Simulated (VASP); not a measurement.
Crystal: Ni.

```
Ni
1.0
     3.95407    0.00000    0.00000
    -1.97704    3.42433    0.00000
     0.00000    0.00000    2.42385
Ni
3
Cartesian
  0.0000 0.0000 0.0000
  0.0000 2.2829 1.2119
  1.9770 1.1414 1.2119
```

```yaml
Program: VASP 6.6.1
Task: relaxation of cell and atoms
Functional: RPBE
Potentials_or_basis: VASP PAW PBE potentials, release 64 (Ni)
Cutoff: 600 eV
k_mesh: 9 × 9 × 13
Occupations: fermi-dirac, width 0.1 eV
Spin: no spin polarisation
```

At the start: pressure 7.9 GPa; volume 10.94 Å³/atom.

Question: Where does the relaxation end?

Answer: Over 4 steps the energy falls by 13.4 meV/atom and the volume is 11.40 Å³/atom (+4.2 %); space group P6/mmm (No. 191, to 0.05 Å).

The path:
| step | energy change (eV) | largest force (eV/Å) | pressure (GPa) | volume (Å³) |
| --- | --- | --- | --- | --- |
| 1 | 0.0000 | 0.0000 | 7.92 | 32.82 |
| 2 | -0.0174 | 0.0000 | -5.59 | 35.45 |
| 3 | -0.0392 | 0.0000 | -0.35 | 34.28 |
| 4 | -0.0403 | 0.0000 | 0.01 | 34.20 |

Final structure:
```
CELL_PARAMETERS angstrom
4.03313 0.00000 0.00000
-2.01656 3.49279 0.00000
0.00000 0.00000 2.42764
ATOMIC_POSITIONS crystal
Ni 0.00000 0.00000 0.00000
Ni 0.33333 0.66667 0.50000
Ni 0.66667 0.33333 0.50000
```

Caveat: the PAW data sets were made with another functional, which shifts forces and pressure a little; the run has no spin polarisation, though such a crystal can be magnetic.
